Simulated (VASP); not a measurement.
A run of VASP 6.6.1 is set up as follows.

Contents of INCAR:

```
SYSTEM = Cu6Ru
PREC = Accurate
ENCUT = 520
EDIFF = 1E-6
ISMEAR = 0
SIGMA = 0.1
LREAL = .FALSE.
LASPH = .TRUE.
NELM = 80
ALGO = Fast
ISIF = 2
LWAVE = .FALSE.
LCHARG = .FALSE.
GGA = PE
NBANDS = 49
```

KPOINTS

```
regular mesh
0
G
  8 8 8
  0 0 0
```

Contents of POSCAR:

```
Cu6Ru
1.0
    0.0000000000      3.6267250572      3.6267250572
    3.6267250572      0.0000000000      3.6267250572
    3.6267250572      3.6267250572      0.0000000000
Cu Ru
6 1
Direct
    0.5000000000      0.0000000000      0.0000000000
    0.0000000000      0.5000000000      0.5000000000
    0.0000000000      0.5000000000      0.0000000000
    0.5000000000      0.0000000000      0.5000000000
    0.0000000000      0.0000000000      0.5000000000
    0.5000000000      0.5000000000      0.0000000000
    0.0000000000      0.0000000000      0.0000000000
```

Potentials or basis: VASP PAW PBE potentials, release 64 (Cu, Ru_pv).

The run is started by

```sh
$ cat potpaw_PBE.64/Cu/POTCAR potpaw_PBE.64/Ru_pv/POTCAR > POTCAR
$ mpirun -np 1 vasp_std > vasp.out
```

(1) What does it give for the band gap on the k mesh?

(2) What does it give for the pressure?

Answers

(1) zero (bands 40 and 41 overlap by 0.80 eV).

(2) 0.4 GPa.
